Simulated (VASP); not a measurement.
## Si2BiTe2: relaxation of cell and atoms with PBE

The system is Si2BiTe2.

```xyz
5
Lattice="5.1256 0.0000 0.0000 -2.5628 4.4389 0.0000 0.0000 0.0000 5.9530" Properties=species:S:1:pos:R:3 pbc="T T T"
Si    0.0000    2.9593    0.0000
Si    2.5628    1.4796    0.0000
Bi    0.0000    0.0000    0.0000
Te    0.0000    2.9593    2.9765
Te    2.5628    1.4796    2.9765
```

| Item | Value |
| --- | --- |
| Program | VASP 6.6.1 |
| Task | relaxation of cell and atoms |
| Functional | PBE |
| Potentials or basis | VASP PAW PBE potentials, release 64 (Si, Bi_d, Te) |
| Cutoff | 600 eV |
| k mesh | 6 × 6 × 4 |
| Occupations | gaussian, width 0.1 eV |
| Spin | no spin polarisation |
| Dipole correction | no |
| Further INCAR settings | ALGO = Normal; EDIFF = 1e-06; IBRION = 2; EDIFFG = -0.04; NSW = 90; ISIF = 3 |

| Item | Value |
| --- | --- |
| Relaxed volume | 27.32 Å³/atom |
| Relaxed cell | a = 5.280 Å, b = 5.280 Å, c = 5.657 Å, α = 90.00°, β = 90.00°, γ = 120.00° |
| Space group after relaxing (to 0.05 Å) | P6/mmm (No. 191) |
| Energy gained by relaxing | 25.0 meV/atom |
| Ionic steps | 5 |
| Pressure after relaxing | -0.1 GPa |

Stress tensor (GPa, compression positive):
```
-0.23  0.00  0.00
 0.00 -0.23  0.00
 0.00  0.00  0.06
```

The path:
```csv
step,energy change (eV),largest force (eV/Å),pressure (GPa),volume (Å³)
1,0.0000,0.0000,1.06,135.44
2,-0.1001,0.0000,-0.82,138.89
3,-0.1059,0.0000,-1.24,139.99
4,-0.1247,0.0000,0.00,136.21
5,-0.1250,0.0000,-0.14,136.59
```

Final structure:
```xyz
5
Lattice="5.2804 0.0000 0.0000 -2.6402 4.5729 0.0000 0.0000 0.0000 5.6566" Properties=species:S:1:pos:R:3 pbc="T T T"
Si    0.0000    3.0486    0.0000
Si    2.6402    1.5243    0.0000
Bi    0.0000    0.0000    0.0000
Te    0.0000    3.0486    2.8283
Te    2.6402    1.5243    2.8283
```

Levels at points of the mesh, in eV from the Fermi level:
```tsv
k point	band 14	band 15	band 16	band 17	band 18	band 19	band 20	band 21
(0.00, 0.00, 0.00)	-2.92	-2.92	-2.89	-1.17	-1.17	0.46	0.46	0.80
(0.50, 0.00, 0.00)	-2.97	-2.90	-0.46	-0.29	1.09	1.25	2.12	2.61
(0.00, 0.00, 0.50)	-2.57	-2.14	-2.14	-1.56	-1.49	-0.52	-0.52	0.95
(0.50, 0.00, 0.50)	-1.39	-0.13	0.00	0.09	0.58	1.05	1.44	1.60
```

Run time: 3 min on 1 thread of Intel(R) Xeon(R) Platinum 8488C (Sapphire Rapids), with other jobs on the host, peak memory 0.33 GiB.

Caveat: spin-orbit coupling is left out, which moves the levels of the heavy elements.
